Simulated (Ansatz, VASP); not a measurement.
# Two plane-wave programs on B2Cl3

```
CELL_PARAMETERS angstrom
3.34233 0.00000 0.00000
-1.67116 2.89454 0.00000
0.00000 0.00000 9.47844
ATOMIC_POSITIONS crystal
B 0.33333 0.66667 0.15808
B 0.66667 0.33333 0.84192
Cl 0.00000 0.00000 0.00000
Cl 0.33333 0.66667 0.70839
Cl 0.66667 0.33333 0.29161
```

Alike in both runs: functional PBE; k mesh 12 × 12 × 4; occupations gaussian, width 0.1 eV; no spin polarisation.

Ansatz relaxed the structure, and its values are those at the end. VASP's run is a single point on that final structure, the one shown.

|  | VASP | Ansatz |
| --- | --- | --- |
| version | VASP 6.6.1 | Ansatz 0.2.0 |
| potentials or method | VASP PAW PBE potentials, release 64 (B, Cl), cutoff 520 eV | scalar-relativistic, plane waves, PAW |
| valence electrons in the cell | 27 | 27 |

|  | VASP | Ansatz | Ansatz less VASP |
| --- | --- | --- | --- |
| gap on the k mesh at the Fermi level (eV) | none | none | - |
| pressure (GPa) | 0.0 | 0.0 | +0.03 |

A gap of «none» marks a metal or a gap that the smearing closes. The functional is the same, so the differences come from potentials, cutoffs and numerics.
